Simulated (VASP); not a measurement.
# BaH4 (R-3m) in VASP: further runs

BaH4 is run at these levels: PBE; tasks: vibrations by perturbation theory, elastic constants.

Program: VASP 6.6.1. These are calculated values, not measurements. Logs are shortened: lines on timing, memory, paths and dates and some standing lists are left out, and cuts for length are marked.

## 1. The cell of the first run

Symmetry: R-3m, No. 166, trigonal system. Conventional cell: a = 4.582 Å, b = 4.582 Å, c = 10.603 Å, α = 90.00°, β = 90.00°, γ = 120.00°. Within 3.6 Å of Ba (site symmetry -3m) lie 20 H at 2.75 to 3.41 Å. H (site symmetry 3m) has 4 H at 2.17 to 2.71 Å and 4 Ba at 2.75 to 2.76 Å within 2.9 Å. Within 1.1 Å of H (site symmetry 3m) lie 1 H at 0.77 Å.

## 2. Vibrations by perturbation theory, PBE

INCAR reads:

```
SYSTEM = BaH4
PREC     = Accurate       ! precision mode
ENCUT    = 520            ! plane-wave cutoff, eV
EDIFF    = 1E-8           ! SCF threshold, eV
ISMEAR   = 0              ! smearing method
SIGMA    = 0.01           ! smearing width, eV
LREAL    = .False.        ! projectors in reciprocal space
LASPH    = .True.         ! aspherical terms in the spheres
NELM     = 60             ! most SCF steps
ALGO     = Normal         ! electronic algorithm
ISIF     = 2              ! what is computed and relaxed
LWAVE    = .False.        ! write WAVECAR
LCHARG   = .True.         ! write CHGCAR
GGA      = PE             ! functional
IBRION   = 8              ! ionic algorithm
NSW      = 1              ! ionic steps
LEPSILON = .True.         ! dielectric tensor by DFPT
```

KPOINTS reads:

```
Automatic mesh
0
Gamma
  6 6 6
  0 0 0
```

POSCAR reads:

```
BaH4
1.0
    2.2909126955      1.3226590615      3.5344302623
   -2.2909126955      1.3226590615      3.5344302623
    0.0000000000     -2.6453181229      3.5344302623
Ba H
1 4
Direct
    0.0000000000      0.0000000000      0.0000000000
    0.7407963546      0.7407963546      0.7407963546
    0.2592036454      0.2592036454      0.2592036454
    0.4636660222      0.4636660222      0.4636660222
    0.5363339778      0.5363339778      0.5363339778
```

Potentials or basis: VASP PAW PBE potentials, release 64 (Ba_sv, H).

The run is started by

```sh
$ cat potpaw_PBE.64/Ba_sv/POTCAR potpaw_PBE.64/H/POTCAR > POTCAR
$ mpirun -np 1 vasp_std > vasp.out
```

OUTCAR:

```text
SYSTEM = BaH4
   PREC = Accurate
   ENCUT = 520
   EDIFF = 1E-8
   ISMEAR = 0
   LREAL = .False.
   LASPH = .True.
   NELM = 60
   ISIF = 2
   GGA = PE
   IBRION = 8
   NSW = 1
   LEPSILON = .True.

 ion  position               nearest neighbor table
   1  0.000  0.000  0.000-   2 2.75   3 2.75   2 2.76   2 2.76   3 2.76   3 2.76   2 2.76   3 2.76

   2  0.741  0.741  0.741-   1 2.75   1 2.76   1 2.76   1 2.76
   3  0.259  0.259  0.259-   1 2.75   1 2.76   1 2.76   1 2.76
   4  0.464  0.464  0.464-   5 0.77
   5  0.536  0.536  0.536-   4 0.77

  LATTYP: Found a trigonal (rhomboedric) cell.
 ALAT       =     4.4147372799
 COS(alpha) =     0.4614359679

  Lattice vectors:

 A1 = (   2.2909126955,   1.3226590615,   3.5344302623)
 A2 = (  -2.2909126955,   1.3226590615,   3.5344302623)
 A3 = (   0.0000000000,  -2.6453181229,   3.5344302623)

Analysis of symmetry for initial positions (statically):
=====================================================================
 Subroutine PRICEL returns:
 Original cell was already a primitive cell.

 Routine SETGRP: Setting up the symmetry group for a
 trigonal (rhombohedral) supercell.

 Subroutine GETGRP returns: Found 12 space group operations
 (whereof 12 operations were pure point group operations)
 out of a pool of 12 trial point group operations.

The static configuration has the point symmetry D_3d.

Analysis of symmetry for dynamics (positions and initial velocities):
=====================================================================
 Subroutine PRICEL returns:
 Original cell was already a primitive cell.

 Routine SETGRP: Setting up the symmetry group for a
 trigonal (rhombohedral) supercell.

 Subroutine GETGRP returns: Found 12 space group operations
 (whereof 12 operations were pure point group operations)
 out of a pool of 12 trial point group operations.

The dynamic configuration has the point symmetry D_3d.

 Subroutine INISYM returns: Found 12 space group operations
 (whereof 12 operations are pure point group operations),
 and found     1 'primitive' translations

----------------------------------------------------------------------------------------

                                     Primitive cell

  volume of cell :      64.2580

  direct lattice vectors                    reciprocal lattice vectors
     2.290912695  1.322659062  3.534430262     0.218253625  0.126008789  0.094310344
    -2.290912695  1.322659062  3.534430262    -0.218253625  0.126008789  0.094310344
     0.000000000 -2.645318123  3.534430262     0.000000000 -0.252017578  0.094310344

  length of vectors
     4.414737280  4.414737280  4.414737280     0.269086047  0.269086047  0.269086047

  position of ions in fractional coordinates (direct lattice)
     0.000000000  0.000000000  0.000000000
[... 557 lines left out ...]

------------------------ aborting loop because EDIFF is reached ----------------------------------------

 INTERNAL STRAIN TENSOR  FOR ION    4  DIRECTION 3   (eV/Angst):
 -----------------------------------------------------------------------------
    -0.33915 -0.00000  0.00000
     0.00000 -0.33915  0.00000
     0.00000  0.00000 24.41814

 MACROSCOPIC STATIC DIELECTRIC TENSOR (including local field effects in DFT)
 ------------------------------------------------------
           4.162034     0.000000    -0.000000
           0.000000     4.162034     0.000000
           0.000000     0.000000     4.858773
 ------------------------------------------------------

 PIEZOELECTRIC TENSOR (including local field effects)  for field in x, y, z        (e  Angst)
          XX          YY          ZZ          XY          YZ          ZX
  --------------------------------------------------------------------------------
  x     0.00000     0.00000     0.00000     0.00000     0.00000     0.00000
  y     0.00000     0.00000     0.00000     0.00000     0.00000     0.00000
  z     0.00000     0.00000     0.00000     0.00000     0.00000     0.00000

 PIEZOELECTRIC TENSOR (including local field effects)  for field in x, y, z        (C/m^2)
          XX          YY          ZZ          XY          YZ          ZX
  --------------------------------------------------------------------------------
  x     0.00000     0.00000     0.00000     0.00000     0.00000     0.00000
  y     0.00000     0.00000     0.00000     0.00000     0.00000     0.00000
  z     0.00000     0.00000     0.00000     0.00000     0.00000     0.00000

 BORN EFFECTIVE CHARGES (including local field effects) (in |e|, cummulative output)
 ---------------------------------------------------------------------------------
 ion    1
    1     2.42600     0.00000     0.00000
    2     0.00000     2.42600     0.00000
    3     0.00000     0.00000     2.33478
 ion    2
    1    -1.11293     0.00000     0.00000
    2     0.00000    -1.11293    -0.00000
    3     0.00000    -0.00000    -1.27289
 ion    3
    1    -1.11293     0.00000     0.00000
    2     0.00000    -1.11293    -0.00000
    3     0.00000    -0.00000    -1.27289
 ion    4
    1    -0.10007     0.00000     0.00000
    2     0.00000    -0.10007     0.00000
    3     0.00000     0.00000     0.10550
 ion    5
    1    -0.10007     0.00000     0.00000
    2     0.00000    -0.10007     0.00000
    3     0.00000     0.00000     0.10550

 INTERNAL STRAIN TENSOR FOR ION    5 for displacements in x,y,z  (eV/Angst):
          X           Y           Z          XY          YZ          ZX
  --------------------------------------------------------------------------------
  x     0.00000     0.00000     0.00000    -1.44768     0.00000     0.75261
  y    -1.44768     1.44768    -0.00000     0.00000     0.75197     0.00000
  z     0.33915     0.33915   -24.41814     0.00000    -0.00000     0.00000

 SECOND DERIVATIVES (NOT SYMMETRIZED)
 ------------------------------------
               1X          1Y          1Z          2X          2Y          2Z          3X          3Y          3Z          4X          4Y          4Z          5X          5Y          5Z
  1X    -2.064457    0.000000    0.000000    0.875266    0.000000    0.000000    0.875266    0.000000    0.000000    0.156963    0.000000    0.000000    0.156963    0.000000    0.000000
  1Y     0.000000   -2.064457   -0.000000    0.000000    0.875266    0.000000    0.000000    0.875266    0.000000    0.000000    0.156963   -0.000000    0.000000    0.156963   -0.000000
  1Z     0.000000   -0.000000   -1.653646    0.000000    0.000000    0.902288    0.000000    0.000000    0.902288    0.000000   -0.000000   -0.075465    0.000000   -0.000000   -0.075465
  2X     0.874754    0.000000    0.000000   -1.704045    0.000000    0.000000    0.484856   -0.000000    0.000000    0.010263    0.000000    0.000000    0.334173   -0.000000    0.000000
  2Y     0.000000    0.874754    0.000000   -0.000000   -1.704045   -0.000000    0.000000    0.484856    0.000000    0.000000    0.010263    0.000000    0.000000    0.334173   -0.000000
  2Z     0.000000    0.000000    0.898355    0.000000   -0.000000   -1.600829    0.000000    0.000000    0.514279    0.000000    0.000000    0.609154    0.000000   -0.000000   -0.420959
  3X     0.874754    0.000000    0.000000    0.484856   -0.000000    0.000000   -1.704045    0.000000    0.000000    0.334173   -0.000000    0.000000    0.010263    0.000000    0.000000
  3Y     0.000000    0.874754    0.000000    0.000000    0.484856    0.000000   -0.000000   -1.704045   -0.000000    0.000000    0.334173   -0.000000    0.000000    0.010263    0.000000
  3Z     0.000000    0.000000    0.898355    0.000000    0.000000    0.514279    0.000000   -0.000000   -1.600829    0.000000   -0.000000   -0.420959    0.000000    0.000000    0.609154
  4X     0.155572    0.000000    0.000000    0.009424    0.000000    0.000000    0.334497   -0.000000    0.000000   -0.863363    0.000000    0.000000    0.363869    0.000000    0.000000
  4Y     0.000000    0.155572   -0.000000   -0.000000    0.009424    0.000000    0.000000    0.334497   -0.000000   -0.000000   -0.863363   -0.000000    0.000000    0.363869    0.000000
  4Z     0.000000   -0.000000   -0.075972    0.000000    0.000000    0.608059    0.000000   -0.000000   -0.421252    0.000000   -0.000000  -28.177688    0.000000    0.000000   28.066854
  5X     0.155572    0.000000    0.000000    0.334497   -0.000000    0.000000    0.009424    0.000000    0.000000    0.363869    0.000000    0.000000   -0.863363    0.000000    0.000000
  5Y     0.000000    0.155572   -0.000000    0.000000    0.334497   -0.000000   -0.000000    0.009424    0.000000    0.000000    0.363869    0.000000   -0.000000   -0.863363   -0.000000
  5Z     0.000000   -0.000000   -0.075972    0.000000   -0.000000   -0.421252    0.000000    0.000000    0.608059    0.000000    0.000000   28.066854    0.000000   -0.000000  -28.177688

 Eigenvectors and eigenvalues of the dynamical matrix
 ----------------------------------------------------

   1 f  =  117.264486 THz   736.794495 2PiTHz 3911.522217 cm-1   484.966728 meV
             X         Y         Z           dx          dy          dz
      0.000000  0.000000  0.000000    -0.000000   -0.000000    0.000000
      0.000000  0.000000  7.854879    -0.000000    0.000000    0.013444
      0.000000  0.000000  2.748412    -0.000000   -0.000000   -0.013444
      0.000000  0.000000  4.916386    -0.000000   -0.000000   -0.706979
      0.000000  0.000000  5.686905     0.000000    0.000000    0.706979
[... 105 lines left out ...]
  15 f/i=    0.008072 THz     0.050718 2PiTHz    0.269253 cm-1     0.033383 meV
             X         Y         Z           dx          dy          dz
      0.000000  0.000000  0.000000    -0.000000   -0.000000   -0.985486
      0.000000  0.000000  7.854879    -0.000000   -0.000000   -0.084410
      0.000000  0.000000  2.748412    -0.000000   -0.000000   -0.084410
      0.000000  0.000000  4.916386    -0.000000   -0.000000   -0.085346
      0.000000  0.000000  5.686905    -0.000000   -0.000000   -0.085346

--------------------------------------------------------------------------------------------------------

 MACROSCOPIC STATIC DIELECTRIC TENSOR IONIC CONTRIBUTION
 ------------------------------------------------------
           8.114179    -0.000000    -0.000000
          -0.000000     8.114179     0.000000
          -0.000000     0.000000     9.292891
 ------------------------------------------------------

 ELASTIC MODULI CONTR FROM IONIC RELAXATION (kBar)
 Direction    XX          YY          ZZ          XY          YZ          ZX
 --------------------------------------------------------------------------------
 XX        -110.5989    107.7688     15.6174     -0.0000     36.7832      0.0000
 YY         107.7688   -110.5989     15.6174      0.0000    -36.7832     -0.0000
 ZZ          15.6174     15.6174   -580.7869      0.0000     -0.0000     -0.0000
 XY          -0.0000      0.0000      0.0000   -109.1838      0.0000     36.8242
 YZ          36.7832    -36.7832     -0.0000      0.0000    -25.2872     -0.0000
 ZX           0.0000     -0.0000     -0.0000     36.8242     -0.0000    -25.3250
 --------------------------------------------------------------------------------

 PIEZOELECTRIC TENSOR IONIC CONTR  for field in x, y, z        (C/m^2)
          XX          YY          ZZ          XY          YZ          ZX
  --------------------------------------------------------------------------------
  x     0.00000    -0.00000    -0.00000    -0.00000    -0.00000    -0.00000
  y     0.00000    -0.00000     0.00000     0.00000     0.00000    -0.00000
  z     0.00000    -0.00000    -0.00000    -0.00000    -0.00000     0.00000
```

Wall time 17 min (1 thread of Oxide Virtual Turin-like, shared host); peak memory 0.38 GiB.

Results:

- Electronic dielectric tensor (diagonal): 4.16, 4.16, 4.86
- Born charges (mean of the diagonal): Ba +2.40; H -1.17, -0.03 e
- Highest phonon frequency at Γ, LO-TO splitting left out: 3912 cm⁻¹

Phonon frequencies in cm⁻¹ (negative: imaginary):
```csv
q point,frequencies
"(0.000, 0.000, 0.000)",0 0 0 145 317 317 554 554 555 609 609 755 789 789 3912
```

Electronic dielectric tensor:
```
4.16 0.00 0.00
0.00 4.16 0.00
0.00 0.00 4.86
```

Born effective charge tensors (e):
atom 1, Ba
```
2.43 0.00 0.00
0.00 2.43 0.00
0.00 0.00 2.33
```
atom 2, H
```
-1.11  0.00  0.00
 0.00 -1.11  0.00
 0.00  0.00 -1.27
```
atom 3, H
```
-1.11  0.00  0.00
 0.00 -1.11  0.00
 0.00  0.00 -1.27
```
atom 4, H
```
-0.10  0.00  0.00
 0.00 -0.10  0.00
 0.00  0.00  0.11
```
atom 5, H
```
-0.10  0.00  0.00
 0.00 -0.10  0.00
 0.00  0.00  0.11
```

Caveat: spin-orbit coupling is left out, which moves the levels of the heavy elements.

## 3. Elastic constants, PBE

INCAR reads:

```
SYSTEM = BaH4
PREC = Accurate ; ENCUT = 600
EDIFF = 1E-8 ; ISMEAR = 0
SIGMA = 0.01 ; LREAL = .FALSE.
LASPH = .TRUE. ; NELM = 100
ALGO = Normal ; ISIF = 3
LWAVE = .FALSE. ; LCHARG = .FALSE.
GGA = PE ; IBRION = 6
NFREE = 2 ; POTIM = 0.015
NSW = 1
```

KPOINTS reads:

```
Automatic mesh
0
G
  6 6 6
  0 0 0
```

POSCAR is that of step 2.

Potentials or basis: VASP PAW PBE potentials, release 64 (Ba_sv, H).

The run is started by

```sh
$ cat potpaw_PBE.64/Ba_sv/POTCAR potpaw_PBE.64/H/POTCAR > POTCAR
$ mpirun -np 1 vasp_std > vasp.out
```

It took 17 min on 1 thread of Oxide Virtual Turin-like, shared host; peak memory 0.33 GiB.

Results (log left out):

```yaml
Voigt_bulk_modulus: 30 GPa
Highest_phonon_frequency_at_Γ_LO-TO_splitting_left_out: 3917 cm⁻¹
```

Phonon frequencies in cm⁻¹ (negative: imaginary):
```
              q point                                             frequencies
(0.000, 0.000, 0.000)  0 0 0 145 318 318 556 561 561 609 609 755 789 789 3917
```

Elastic tensor in Voigt notation (GPa, in the Cartesian axes of the cell as first typed):
```
 59  27   8  10   0   0
 27  59   8 -10   0   0
  8   8  65   0   0   0
 10 -10   0  19   0   0
  0   0   0   0  19  10
  0   0   0   0  10  16
```

Clamped-ion elastic tensor (GPa):
```
 70  16   7   6   0   0
 16  70   7  -6   0   0
  7   7 123   0   0   0
  6  -6   0  21   0   0
  0   0   0   0  21   6
  0   0   0   0   6  27
```

Caveat: spin-orbit coupling is left out, which moves the levels of the heavy elements.
